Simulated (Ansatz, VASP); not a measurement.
## One calculation of Li16H, two programs

```
Li H
1.0
     6.98000    0.00000    0.00000
     0.00000    6.98000    0.00000
     0.00000    0.00000    6.98000
Li H
16 1
Cartesian
  0.2034 -0.0254 0.0004
  3.2881 -0.0208 0.0004
  -0.0595 3.4252 0.0002
  0.0165 0.0058 3.4903
  1.7422 1.8651 1.8397
  3.5443 3.4281 0.0002
  3.4700 0.0057 3.4903
  5.2336 1.6554 1.7210
  -0.1069 3.5346 3.4902
  1.7421 5.2206 1.6919
  1.7422 1.8649 5.1407
  3.5950 3.5331 3.4902
  5.2328 5.2981 1.7035
  5.2336 1.6554 5.2594
  1.7421 5.2202 5.2879
  5.2328 5.2980 5.2767
  1.7524 5.9539 -0.0007
```

Alike in both runs: functional PBEsol; k mesh 3 × 3 × 3; occupations gaussian, width 0.15 eV; no spin polarisation.

Ansatz relaxed the structure, and its values are those at the end. VASP's run is a single point on that final structure, the one shown.

```csv
,VASP,Ansatz
version,VASP 6.6.1,Ansatz 0.2.0
potentials or method,"VASP PAW PBE potentials, release 64 (Li_sv, H), cutoff 520 eV","scalar-relativistic, plane waves, PAW"
valence electrons in the cell,49,49
```

|  | VASP | Ansatz | Ansatz less VASP |
| --- | --- | --- | --- |
| rms of the force components (eV/Å) | 0.007 | 0.006 | -0.0007 |

VASP's potentials were made for PBE, not for PBEsol.

Noted on VASP's run: the cutoff is short for stress, so the pressure is rough.
